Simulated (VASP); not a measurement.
A run of VASP 6.6.1 is set up as follows.

File INCAR:

```
SYSTEM = Te
PREC = Accurate
ENCUT = 520
EDIFF = 1E-7
ISMEAR = -1
SIGMA = 0.1
LREAL = .False.
LASPH = .True.
NELM = 100
ALGO = Normal
ISIF = 2
LWAVE = .False.
LCHARG = .True.
GGA = PE
LELF = .True.
LVHAR = .True.
NBANDS = 9
```

KPOINTS

```
regular mesh
0
Gamma
  18 18 18
  0 0 0
```

The input POSCAR:

```
Te
1.0
    0.0000000000      2.4512019572      2.4512019572
    2.4512019572      0.0000000000      2.4512019572
    2.4512019572      2.4512019572      0.0000000000
Te
1
Direct
    0.0000000000      0.0000000000      0.0000000000
```

Potentials or basis: VASP PAW PBE potentials, release 64 (Te).

The run is started by

```console
$ cat potpaw_PBE.64/Te/POTCAR > POTCAR
$ mpirun -np 1 vasp_std > vasp.out
```

Problem. Predict the band gap on the k mesh.

Solution. Zero (bands 3 and 4 overlap by 4.76 eV).

Problem. Predict the pressure.

Solution. -2.0 GPa.

Caveat: spin-orbit coupling is left out, which moves the levels of the heavy elements.
